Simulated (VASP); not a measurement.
A run of VASP 6.6.1 is set up as follows.

The input INCAR:

```
SYSTEM = HgOs
ALGO = Normal
EDIFF = 1E-7
ENCUT = 520
GGA = PE
ISIF = 2
ISMEAR = 0
LASPH = .True.
LCHARG = .False.
LREAL = .False.
LWAVE = .False.
NBANDS = 17
NELM = 60
PREC = Accurate
SIGMA = 0.1
```

KPOINTS

```
k-points
0
Gamma
  18 18 18
  0 0 0
```

File POSCAR:

```
HgOs
1.0
    3.2472093033      0.0000000000      0.0000000000
    0.0000000000      3.2472093033      0.0000000000
    0.0000000000      0.0000000000      3.2472093033
Hg Os
1 1
Direct
    0.0000000000      0.0000000000      0.0000000000
    0.5000000000      0.5000000000      0.5000000000
```

Potentials or basis: VASP PAW PBE potentials, release 64 (Hg, Os).

Launch:

```bash
$ cat potpaw_PBE.64/Hg/POTCAR potpaw_PBE.64/Os/POTCAR > POTCAR
$ mpirun -np 1 vasp_std > vasp.out
```

(1) Estimate the band gap on the k mesh.

(2) Estimate the pressure.

Answers

(1) zero (band 10 reaches 6.91 eV, above the bottom of band 11 at 5.07 eV).

(2) 1.6 GPa.

Caveat: spin-orbit coupling is left out, which moves the levels of the heavy elements.
